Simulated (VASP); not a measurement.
# BiTe: single point with PBEsol

The system is BiTe.

```
Bi Te
1.0
     0.00000    3.32617    3.06008
     3.32617    0.00000    3.06008
     3.32617    3.32617    0.00000
Bi Te
1 1
Direct
  0.00000 0.00000 0.00000
  0.50000 0.50000 0.50000
```

This cell differs from its parent crystal: ratio of the length along z to the lengths across it x 0.92, volume and fractional coordinates fixed.

| Quantity | Value |
| --- | --- |
| Program | VASP 6.6.1 |
| Task | single point |
| Functional | PBEsol |
| Potentials or basis | VASP PAW PBE potentials, release 64 (Bi_d, Te) |
| Cutoff | 520 eV |
| k mesh | 14 × 14 × 14 |
| Occupations | gaussian, width 0.15 eV |
| Spin | no spin polarisation |
| Dipole correction | no |
| Further INCAR settings | ALGO = Normal; EDIFF = 1e-06; NBANDS = 18 |

```json
{
 "Pressure": "-1.0 GPa",
 "Band gap on the k mesh": "zero (an odd number of electrons rules out a gap without spin polarisation)"
}
```

Stress tensor (GPa, compression positive):
```
-3.58  0.00  0.00
 0.00 -3.58  0.00
 0.00  0.00  4.01
```

Levels at points of the mesh, in eV from the Fermi level:
| k point | band 7 | band 8 | band 9 | band 10 | band 11 | band 12 | band 13 | band 14 |
| --- | --- | --- | --- | --- | --- | --- | --- | --- |
| (0.00, 0.00, 0.00) | -8.09 | -3.31 | -2.16 | -2.16 | 1.50 | 1.50 | 3.54 | 4.46 |
| (0.50, 0.00, 0.00) | -11.32 | -1.99 | -1.98 | -1.38 | -1.00 | -0.75 | -0.34 | 7.21 |
| (0.50, 0.50, 0.00) | -10.58 | -5.91 | -4.12 | -4.12 | 2.06 | 3.43 | 3.43 | 5.86 |
| (0.50, 0.00, 0.50) | -9.63 | -5.60 | -4.54 | -3.42 | 2.26 | 2.69 | 4.58 | 4.79 |

Run time: 94 s on 1 thread of Intel(R) Xeon(R) 6975P-C (Granite Rapids), on a shared host, peak memory 0.43 GiB.

Caveat: the PAW data sets were made with another functional, which shifts forces and pressure a little; spin-orbit coupling is left out, which moves the levels of the heavy elements.
